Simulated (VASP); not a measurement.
The system is MnHg.

```
Mn Hg
1.0
     3.31500    0.00000    0.00000
     0.00000    3.31500    0.00000
     0.00000    0.00000    3.31500
Mn Hg
1 1
Direct
  0.50000 0.50000 0.50000
  0.00000 0.00000 0.00000
```

Program: VASP 6.6.1. Alike in all runs: task single point; level PBE; potentials or basis VASP PAW PBE potentials, release 64 (Mn_pv, Hg); spin collinear, ferromagnetic start; cell as given; k mesh 10 × 10 × 10; cutoff (eV) 520; smearing fermi-dirac 0.1 eV.

Q: Order these runs on this cell by their pressure, lowest first.
A. fixed moment (μB) 3.11
B. fixed moment (μB) 3.5
C. fixed moment (μB) 5.05
D. fixed moment (μB) 4.47

A: A (-4.4 GPa), B (-1.9 GPa), D (5.2 GPa), C (11.1 GPa).

Caveats: the total moment is fixed, so each spin has its own Fermi level; the cell stands under pressure (at least some runs); the cell stands under tension (at least some runs).
